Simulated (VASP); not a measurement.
Input of a VASP 6.6.1 run:

File INCAR:

```
PREC = Accurate
ENCUT = 520
EDIFF = 1E-7
ISMEAR = 0
SIGMA = 0.05
LREAL = False
LASPH = True
NELM = 60
ALGO = Normal
ISIF = 2
LWAVE = False
LCHARG = False
GGA = PE
NBANDS = 26
```

File KPOINTS:

```
regular mesh
0
Gamma
  9 9 2
```

The input POSCAR:

```
MgO
1.0
    3.2803754002      0.0000000000      0.0000000000
   -1.6401877001      2.8408884305      0.0000000000
    0.0000000000      0.0000000000     10.5147056238
Mg O
4 4
Direct
    0.3333333333      0.6666666667      0.9694791811
    0.0000000000      0.0000000000      0.2208070585
    0.0000000000      0.0000000000      0.7208070585
    0.6666666667      0.3333333333      0.4694791811
    0.3333333333      0.6666666667      0.7800540723
   -0.2011964850      0.0000000000      0.4878117132
    0.0000000000      0.0000000000      0.0296578681
    0.6666666667      0.3333333333      0.2800540723
```

Potentials or basis: VASP PAW PBE potentials, release 64 (Mg, O).

Launch:

```sh
$ cat potpaw_PBE.64/Mg/POTCAR potpaw_PBE.64/O/POTCAR > POTCAR
$ mpirun -np 1 vasp_std > vasp.out
```

Task: What does it give for the largest force?

Result: 29.839 eV/Å.

Task: Estimate the pressure.

Result: 19.7 GPa.

Task: Estimate the band gap on the k mesh.

Result: 1.72 eV.

Stress tensor (GPa, compression positive):
```
 29.16 -31.38   6.17
-31.38  29.44  -7.10
  6.17  -7.10   0.53
```

Caveat: the cell differs from its parent crystal (atom 6 (O) moved by -0.660 Å along [1 0 0] and -0.440 Å along [0 0 1]); atoms lie so close that the PAW spheres overlap strongly, which falsifies energies and pressures; the stress differs along the axes, from 1 to 29 GPa; forces of over 1 eV/Å act on the atoms, so gaps and moduli don't describe the material at rest. A k mesh can miss the band edges.
